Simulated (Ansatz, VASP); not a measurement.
## Si2Mo: VASP beside Ansatz

Contents of INCAR:

```
PREC = Accurate ; ENCUT = 500
EDIFF = 1E-6 ; ISMEAR = 0
SIGMA = 0.1 ; LREAL = F
LASPH = T ; NELM = 120
ALGO = Normal ; ISIF = 2
LWAVE = F ; LCHARG = F
GGA = PS ; NBANDS = 18
GGA_COMPAT = F
```

KPOINTS

```
Automatic mesh
0
Gamma
  6 6 6
```

POSCAR

```
Si2Mo
1.0
   -1.5951907422      1.5951907422      3.9106689006
    1.5951907422     -1.5951907422      3.9106689006
    1.5951907422      1.5951907422     -3.9106689006
Si Mo
2 1
Direct
    0.6649355268      0.6649355268      0.0000000000
    0.3350644732      0.3350644732      0.0000000000
    0.0000000000      0.0000000000      0.0000000000
```

Input for Ansatz:

```yaml
crystal:
  lattice:
    - [-1.5951907422, 1.5951907422, 3.9106689006]
    - [1.5951907422, -1.5951907422, 3.9106689006]
    - [1.5951907422, 1.5951907422, -3.9106689006]
  atoms:
    - { symbol: Si, position: [0.6649355268, 0.6649355268, 0.0] }
    - { symbol: Si, position: [0.3350644732, 0.3350644732, 0.0] }
    - { symbol: Mo, position: [0.0, 0.0, 0.0] }
basis:
  ecutwfc: 420
kpoints:
  mp_grid: { grid: [6, 6, 6] }
hamiltonian:
  xc: pbesol
  pseudopotentials: { kind: paw, azcp: { folder: soft_1 } }
scf:
  occupations: { method: gaussian, width: 0.1 }
output:
  forces: true
  stress: true
  eigenvalues: true
```

Alike in both runs: task single point; functional PBEsol; k mesh 6 × 6 × 6; occupations gaussian, width 0.1 eV; no spin polarisation.

|  | VASP | Ansatz |
| --- | --- | --- |
| version | VASP 6.6.1 | Ansatz 0.2.0 |
| potentials or method | VASP PAW PBE potentials, release 64 (Si, Mo_sv), cutoff 500 eV | scalar-relativistic, plane waves, PAW |
| valence electrons in the cell | 22 | 22 |

```csv
,VASP,Ansatz,Ansatz less VASP
gap on the k mesh at the Fermi level (eV),none,none,-
pressure (GPa),0.3,-0.1,-0.35
"traceless stress, the component that is largest in VASP (GPa)",0.08,0.08,+0.001
rms of the force components (eV/Å),0.020,0.018,-0.0020
```

VASP's potentials were made for PBE, not for PBEsol, and Ansatz warns of the same on its side. Atom by atom the forces differ by 0.002 eV/Å (rms over components). A gap of «none» marks a metal or a gap that the smearing closes.

The k mesh is coarse, so the values compare programs but aren't converged.
